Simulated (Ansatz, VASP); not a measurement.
InAs3: VASP beside Ansatz

```
In As
1.0
     5.05110    0.00000    0.00000
    -2.52555    4.37438    0.00000
     0.00000    0.00000    5.27301
In As
1 3
Direct
  0.00000 0.00000 0.00000
  0.00000 0.00000 0.50000
  0.33333 0.66667 0.00000
  0.66667 0.33333 0.00000
```

Alike in both runs: functional PBE; k mesh 12 × 12 × 10; occupations gaussian, width 0.1 eV; no spin polarisation.

Ansatz relaxed the structure, and its values are those at the end. VASP's run is a single point on that final structure, the one shown.

|  | VASP | Ansatz |
| --- | --- | --- |
| version | VASP 6.6.1 | Ansatz 0.2.0 |
| potentials or method | VASP PAW PBE potentials, release 64 (In_d, As), cutoff 500 eV | scalar-relativistic, plane waves, PAW |
| valence electrons in the cell | 28 | 58 |

```tsv
	VASP	Ansatz	Ansatz less VASP
gap on the k mesh at the Fermi level (eV)	none	none	-
pressure (GPa)	0.0	0.0	-0.02
```

A gap of «none» marks a metal or a gap that the smearing closes. With one functional, cell and mesh, what is left measures potentials, basis and numerics. VASP's potentials hold 28 valence electrons a cell and Ansatz's 58, so a difference there can come from the potentials and not from the codes.
